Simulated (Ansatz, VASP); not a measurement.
# One calculation of Cu, two programs

```
Cu
1.0
     2.46089    0.00000    0.00000
    -1.23045    2.13119    0.00000
     0.00000    0.00000    8.03529
Cu
4
Direct
  0.00000 0.00000 0.00000
  0.00000 0.00000 0.50000
  0.33333 0.66667 0.25000
  0.66667 0.33333 0.75000
```

Alike in both runs: task single point; functional r2SCAN; k mesh 16 × 16 × 5; occupations fermi-dirac, width 0.1 eV; no spin polarisation.

|  | VASP | Ansatz |
| --- | --- | --- |
| version | VASP 6.6.1 | Ansatz 0.2.0 |
| potentials or method | VASP PAW PBE potentials, release 64 (Cu), cutoff 520 eV | plane waves (500 eV) with PAW, scalar-relativistic |
| valence electrons in the cell | 44 | 76 |

|  | VASP | Ansatz | Ansatz less VASP |
| --- | --- | --- | --- |
| pressure (GPa) | 17.5 | 16.6 | -0.82 |
| traceless stress, the component that is largest in VASP (GPa) | 0.03 | 0.12 | +0.090 |

VASP's potentials were made for PBE, not for r2SCAN. With one functional, cell and mesh, what is left measures potentials, basis and numerics. VASP's potentials hold 44 valence electrons a cell and Ansatz's 76, so a difference there can come from the potentials and not from the codes.
